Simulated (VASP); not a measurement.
# KZnF3 (Pm-3m) in VASP: single point with HSE06

Aim: the single point of KZnF3 with HSE06.

Everything below comes from runs of VASP 6.6.1. Logs are shortened: lines on timing, memory, paths and dates and some standing lists are left out, and cuts for length are marked.

## Step 1: The cell of the first run

It takes space group Pm-3m (No. 221, cubic). Conventional cell: a = 4.046 Å, b = 4.046 Å, c = 4.046 Å, α = 90.00°, β = 90.00°, γ = 90.00°. K (site symmetry m-3m) has 12 F at 2.86 Å and 8 Zn at 3.50 Å within 3.8 Å. Within 2.7 Å of Zn (site symmetry m-3m) lie 6 F at 2.02 Å. Within 2.7 Å of F (site symmetry 4/mmm) lie 2 Zn at 2.02 Å.

## Step 2: Single point, HSE06

Input file POSCAR:

```
KZnF3
1.0
    4.0461680383      0.0000000000      0.0000000000
    0.0000000000      4.0461680383      0.0000000000
    0.0000000000      0.0000000000      4.0461680383
K Zn F
1 1 3
Direct
    0.0000000000      0.0000000000      0.0000000000
    0.5000000000      0.5000000000      0.5000000000
    0.5000000000      0.5000000000      0.0000000000
    0.0000000000      0.5000000000      0.5000000000
    0.5000000000      0.0000000000      0.5000000000
```

Input file INCAR.step1:

```
PREC = Accurate
ENCUT = 520
EDIFF = 1E-5
ISMEAR = 0
SIGMA = 0.01
LREAL = False
LASPH = True
NELM = 80
ALGO = Normal
ISIF = 2
LWAVE = True
LCHARG = False
GGA = PE
NBANDS = 29
```

Input file INCAR.step2:

```
PREC = Accurate
ENCUT = 520
EDIFF = 1E-6
ISMEAR = 0
SIGMA = 0.01
LREAL = False
LASPH = True
NELM = 80
ALGO = Normal
ISIF = 2
LWAVE = False
LCHARG = False
GGA = PE
LHFCALC = True
HFSCREEN = 0.2079
PRECFOCK = Fast
ISTART = 1
NBANDS = 29
```

Input file KPOINTS:

```
Automatic mesh
0
Gamma
  4 4 4
```

Potentials or basis: VASP PAW PBE potentials, release 64 (K_sv, Zn, F).

Command:

```sh
cat potpaw_PBE.64/K_sv/POTCAR potpaw_PBE.64/Zn/POTCAR potpaw_PBE.64/F/POTCAR > POTCAR
cp INCAR.step1 INCAR
mpirun -np 1 vasp_std > vasp.out
cp INCAR.step2 INCAR
mpirun -np 1 vasp_std > vasp.out
```

OUTCAR:

```text
PREC = Accurate
   ENCUT = 520
   EDIFF = 1E-6
   ISMEAR = 0
   LREAL = False
   LASPH = True
   NELM = 80
   ISIF = 2
   GGA = PE
   LHFCALC = True
   HFSCREEN = 0.2079
   PRECFOCK = Fast
   ISTART = 1

 ion  position               nearest neighbor table
   1  0.000  0.000  0.000-
   2  0.500  0.500  0.500-   3 2.02   4 2.02   5 2.02   3 2.02   5 2.02   4 2.02
   3  0.500  0.500  0.000-   2 2.02   2 2.02
   4  0.000  0.500  0.500-   2 2.02   2 2.02
   5  0.500  0.000  0.500-   2 2.02   2 2.02

  LATTYP: Found a simple cubic cell.
 ALAT       =     4.0461680383

  Lattice vectors:

 A1 = (   4.0461680383,   0.0000000000,   0.0000000000)
 A2 = (   0.0000000000,   4.0461680383,   0.0000000000)
 A3 = (   0.0000000000,   0.0000000000,   4.0461680383)

Analysis of symmetry for initial positions (statically):
=====================================================================
 Subroutine PRICEL returns:
 Original cell was already a primitive cell.

 Routine SETGRP: Setting up the symmetry group for a
 simple cubic supercell.

 Subroutine GETGRP returns: Found 48 space group operations
 (whereof 48 operations were pure point group operations)
 out of a pool of 48 trial point group operations.

The static configuration has the point symmetry O_h .

Analysis of symmetry for dynamics (positions and initial velocities):
=====================================================================
 Subroutine PRICEL returns:
 Original cell was already a primitive cell.

 Routine SETGRP: Setting up the symmetry group for a
 simple cubic supercell.

 Subroutine GETGRP returns: Found 48 space group operations
 (whereof 48 operations were pure point group operations)
 out of a pool of 48 trial point group operations.

The dynamic configuration has the point symmetry O_h .

 Subroutine INISYM returns: Found 48 space group operations
 (whereof 48 operations are pure point group operations),
 and found     1 'primitive' translations

----------------------------------------------------------------------------------------

                                     Primitive cell

  volume of cell :      66.2417

  direct lattice vectors                    reciprocal lattice vectors
     4.046168038  0.000000000  0.000000000     0.247147422  0.000000000  0.000000000
     0.000000000  4.046168038  0.000000000     0.000000000  0.247147422  0.000000000
     0.000000000  0.000000000  4.046168038     0.000000000  0.000000000  0.247147422

  length of vectors
     4.046168038  4.046168038  4.046168038     0.247147422  0.247147422  0.247147422

  position of ions in fractional coordinates (direct lattice)
     0.000000000  0.000000000  0.000000000
     0.500000000  0.500000000  0.500000000
     0.500000000  0.500000000  0.000000000
     0.000000000  0.500000000  0.500000000
     0.500000000  0.000000000  0.500000000

  ion indices of the primitive-cell ions
   primitive index   ion index
                 1           1
                 2           2
                 3           3
                 4           4
                 5           5

----------------------------------------------------------------------------------------

 KPOINTS: Automatic mesh

Automatic generation of k-mesh.
 Grid dimensions read from file:
 generate k-points for:    4    4    4

 Generating k-lattice:

  Cartesian coordinates                     Fractional coordinates (reciprocal lattice)
     0.061786856  0.000000000  0.000000000     0.250000000  0.000000000  0.000000000
     0.000000000  0.061786856  0.000000000     0.000000000  0.250000000  0.000000000
     0.000000000  0.000000000  0.061786856     0.000000000  0.000000000  0.250000000

  Length of vectors
     0.061786856  0.061786856  0.061786856

  Shift w.r.t. Gamma in fractional coordinates (k-lattice)
     0.000000000  0.000000000  0.000000000

 Subroutine IBZKPT returns following result:
 ===========================================

 Found     10 irreducible k-points:

 Following reciprocal coordinates:
            Coordinates               Weight
  0.000000  0.000000  0.000000      1.000000
  0.250000  0.000000  0.000000      6.000000
  0.500000  0.000000  0.000000      3.000000
  0.250000  0.250000  0.000000     12.000000
  0.500000  0.250000  0.000000     12.000000
  0.500000  0.500000  0.000000      3.000000
  0.250000  0.250000  0.250000      8.000000
  0.500000  0.250000  0.250000     12.000000
  0.500000  0.500000  0.250000      6.000000
  0.500000  0.500000  0.500000      1.000000
   k-points           NKPTS =     10   k-points in BZ     NKDIM =     64   number of bands    NBANDS=     29
   number of dos      NEDOS =    301   number of ions     NIONS =      5
   total plane-waves  NPLWV =  27000
   dimension x,y,z NGX =    30 NGY =   30 NGZ =   30
   dimension x,y,z NGXF=    60 NGYF=   60 NGZF=   60
   ions per type =               1   1   3
   NGX,Y,Z   is equivalent  to a cutoff of  12.33, 12.33, 12.33 a.u.
   NGXF,Y,Z  is equivalent  to a cutoff of  24.65, 24.65, 24.65 a.u.
 SYSTEM =  unknown system
   PREC   = accura    normal or accurate (medium, high low for compatibility)
   ISTART =      1    job   : 0-new  1-cont  2-samecut
   ICHARG =      0    charge: 1-file 2-atom 10-const
   ISPIN  =      1    spin polarized calculation?
   LNONCOLLINEAR =      F non collinear calculations
   LSORBIT =      F    spin-orbit coupling
   LASPH  =      T    aspherical Exc in radial PAW
   ENCUT  =  520.0 eV  38.22 Ry    6.18 a.u.   7.52  7.52  7.52*2*pi/ulx,y,z
   NELM   =     80;   NELMIN=  2; NELMDL=  0     # of ELM steps
   EDIFF  = 0.1E-05   stopping-criterion for ELM
   LREAL  =      F    real-space projection
   EDIFFG = 0.1E-04   stopping-criterion for IOM
   NSW    =      0    number of steps for IOM
   IBRION =     -1    ionic relax: 0-MD 1-quasi-New 2-CG
   NFREE  =      0    steps in history (QN), initial steepest desc. (CG)
   ISIF   =      2    stress and relaxation
   ISYM   =      3    0-nonsym 1-usesym 2-fastsym
   POTIM  = 0.5000    time-step for ionic-motion
   TEBEG  =    0.0;   TEEND  =   0.0 temperature during run
   PSTRESS=    0.0 pullay stress
   NELECT =      42.0000    total number of electrons
   NUPDOWN=      -1.0000    fix difference up-down
   EMIN   =  10.00;   EMAX   =-10.00  energy-range for DOS
   EFERMI =   0.00;   METHOD = LEGACY
   ISMEAR =     0;   SIGMA  =   0.01  broadening in eV -4-tet -1-fermi 0-gaus
   EFERMI_NEDOS =   21; number of points for ismear=-14 and -15
   IALGO  =     38    algorithm
   IMIX   =      1    mixing-type and parameters
     AMIX     =   0.40;   BMIX     =  1.00
     AMIX_MAG =   1.60;   BMIX_MAG =  1.00
  volume/ion in A,a.u.               =      13.25        89.40
  Fermi-wavevector in a.u.,A,eV,Ry     =   1.406417  2.657742 26.912432  1.978008
  Thomas-Fermi vector in A             =   2.528779
   LORBIT       =      0    0 simple, 1 ext, 2 COOP (PROOUT), +10 PAW based schemes
   GGA     = PE    functional components
   LHFCALC =     T    Hartree Fock is set to
   PRECFOCK=fast      Normal, Fast or Accurate (Low or Medium for compatibility)
   ENCUT4O =  -1.0   cutoff for four orbital integrals eV
   NKREDX  =     1    reduce k-point grid by
   NKREDY  =     1    reduce k-point grid by
   NKREDZ  =     1    reduce k-point grid by
   AEXX    =    0.2500 exact exchange contribution
   HFSCREEN=    0.2079 screening length (either q_TF or 0.3 A-1)
   HFSCREENC=   0.2079 screening length for correlation (either q_TF or 0.3 A-1)
   ENCUTFOCK=  -1.0 apply spherical cutoff to Coloumb kernel
   IVDW    =     0    specifies the selected vdW correction
   LEPSILON=     F    determine dielectric tensor
   LRPA    =     F    only Hartree local field effects (RPA)
 non-spin polarized calculation
 Gauss-broadening in eV      SIGMA  =   0.01
  energy-cutoff  :      520.00
  volume of cell :       66.24
 maximum number of plane-waves:      1803
  NGX = 18; NGY = 18; NGZ = 18

 number of electron      41.9999980 magnetization

 Free energy of the ion-electron system (eV)
  ---------------------------------------------------
  ext. energy  EPLUGINS =         0.00000000
  ---------------------------------------------------
  free energy    TOTEN  =       -25.62900491 eV

  energy without entropy =      -25.62900491  energy(sigma->0) =      -25.62900491

 E-fermi :  -2.3733     XC(G=0):  -8.1086

 val. band max:       -2.4681482384   @ k =   0.5000   0.5000   0.5000
 cond. band min:       3.7713391513   @ k =   0.0000   0.0000   0.0000
 fundamental gap:      6.2394873897
 Fermi energy:        -2.3732606772

 k-point     1 :       0.0000    0.0000    0.0000
  band No.  band energies     occupation
      1     -30.9615      2.00000
      2     -25.5914      2.00000
      3     -24.9511      2.00000
      4     -24.9511      2.00000
      5     -13.1036      2.00000
      6     -13.1036      2.00000
[... 21 lines left out ...]
     28      11.1005      0.00000
     29      14.4708      0.00000

 k-point     2 :       0.2500    0.0000    0.0000
  band No.  band energies     occupation
      1     -30.9492      2.00000
      2     -25.5216      2.00000
      3     -25.0148      2.00000
      4     -24.9478      2.00000
      5     -13.0956      2.00000
      6     -13.0777      2.00000
[... 21 lines left out ...]
     28      11.2752      0.00000
     29      13.9756      0.00000

 k-point     3 :       0.5000    0.0000    0.0000
  band No.  band energies     occupation
      1     -30.9368      2.00000
      2     -25.4298      2.00000
      3     -25.1004      2.00000
      4     -24.9441      2.00000
      5     -13.0873      2.00000
      6     -13.0515      2.00000
[... 21 lines left out ...]
     28      12.2299      0.00000
     29      12.7997      0.00000

 k-point     4 :       0.2500    0.2500    0.0000
  band No.  band energies     occupation
      1     -30.9387      2.00000
      2     -25.4461      2.00000
      3     -25.0344      2.00000
      4     -24.9825      2.00000
      5     -13.1334      2.00000
      6     -13.0720      2.00000
[... 149 lines left out ...]
     28      12.1851      0.00000
     29      12.8219      0.00000

 k-point     9 :       0.5000    0.5000    0.2500
  band No.  band energies     occupation
      1     -30.9137      2.00000
      2     -25.1400      2.00000
      3     -25.1082      2.00000
      4     -25.1082      2.00000
      5     -13.2221      2.00000
      6     -13.2221      2.00000
[... 21 lines left out ...]
     28      12.6355      0.00000
     29      12.6355      0.00000

 k-point    10 :       0.5000    0.5000    0.5000
  band No.  band energies     occupation
      1     -30.9079      2.00000
      2     -25.0997      2.00000
      3     -25.0997      2.00000
      4     -25.0997      2.00000
      5     -13.2762      2.00000
      6     -13.2762      2.00000
[... 21 lines left out ...]
     28      12.7879      0.00000
     29      13.4852      0.00000

------------------------ aborting loop because EDIFF is reached ----------------------------------------

  FORCE on cell =-STRESS in cart. coord.  units (eV):
  Direction    XX          YY          ZZ          XY          YZ          ZX
  --------------------------------------------------------------------------------------
  -------------------------------------------------------------------------------------
  Total        1.0695861      1.0695861      1.0695861      0.0000000     -0.0000000     -0.0000000
  in kB       25.8698914     25.8698914     25.8698914      0.0000000     -0.0000000     -0.0000000
  external PRESSURE =      25.8698914 kB  Pullay stress =       0.0000000 kB

 VOLUME and BASIS-vectors are now :
 -----------------------------------------------------------------------------
  energy-cutoff  :      520.00
  volume of cell :       66.24
      direct lattice vectors                 reciprocal lattice vectors
     4.046168038  0.000000000  0.000000000     0.247147422  0.000000000  0.000000000
     0.000000000  4.046168038  0.000000000     0.000000000  0.247147422  0.000000000
     0.000000000  0.000000000  4.046168038     0.000000000  0.000000000  0.247147422

 POSITION                                       TOTAL-FORCE (eV/Angst)
 -----------------------------------------------------------------------------------
      0.00000      0.00000      0.00000         0.000000      0.000000      0.000000
      2.02308      2.02308      2.02308         0.000000      0.000000      0.000000
      2.02308      2.02308      0.00000         0.000000      0.000000      0.000000
      0.00000      2.02308      2.02308         0.000000      0.000000      0.000000
      2.02308      0.00000      2.02308         0.000000      0.000000      0.000000
 -----------------------------------------------------------------------------------
    total drift:                               -0.000022     -0.000033     -0.000029

  FREE ENERGIE OF THE ION-ELECTRON SYSTEM (eV)
  ---------------------------------------------------
  free  energy   TOTEN  =       -25.6290049097 eV

  energy  without entropy=      -25.6290049097  energy(sigma->0) =      -25.62900491
```

Run time: 17 min. Hardware: 1 thread of AMD EPYC 7R13 (Zen 3), shared host; peak memory 0.27 GiB.

What came out:

- Free energy: -25.6290 eV
- Pressure: 2.6 GPa
- Band gap on the k mesh: 6.24 eV (least direct gap 8.02 eV)

Levels at points of the mesh, in eV from the valence-band top:
```csv
k point,band 19,band 20,band 21,band 22,band 23,band 24
"(0.00, 0.00, 0.00)",-1.78,-1.78,-1.78,6.24,11.02,11.02
"(0.50, 0.00, 0.00)",-1.82,-1.82,-1.71,9.14,10.62,12.05
"(0.50, 0.50, 0.00)",-1.92,-1.48,0.00,10.69,12.56,12.62
"(0.50, 0.50, 0.50)",-1.46,0.00,0.00,10.85,10.85,10.85
```

Caveat: the PAW data sets were made with another functional, which shifts forces and pressure a little.
